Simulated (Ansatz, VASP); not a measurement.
## Two plane-wave programs on ZnC

```
Zn C
1.0
    -1.50167    1.56051    2.26629
     1.50167   -1.56051    2.26629
     1.50167    1.56051   -2.26629
Zn C
1 1
Direct
  0.50000 0.00000 0.50000
  0.00000 0.50000 0.50000
```

Alike in both runs: task relaxation of cell and atoms; functional PBE; k mesh 8 × 8 × 8; occupations gaussian, width 0.1 eV; no spin polarisation.

```csv
,VASP,Ansatz
version,VASP 6.6.1,Ansatz 0.2.0
potentials or method,"VASP PAW PBE potentials, release 64 (Zn, C), cutoff 600 eV","scalar-relativistic, plane waves, PAW"
valence electrons in the cell,16,16
```

|  | VASP | Ansatz | Ansatz less VASP |
| --- | --- | --- | --- |
| gap on the k mesh at the Fermi level, each at its own relaxed structure (eV) | none | none | - |
| relaxed volume (Å³/atom) | 10.63 | 10.58 | -0.049 |
| relaxed length of the cell vector where the two differ most in proportion (Å) | 3.115 | 3.110 | -0.0055 |

A gap of «none» marks a metal or a gap that the smearing closes.

The k mesh is coarse, so the values compare programs but aren't converged.
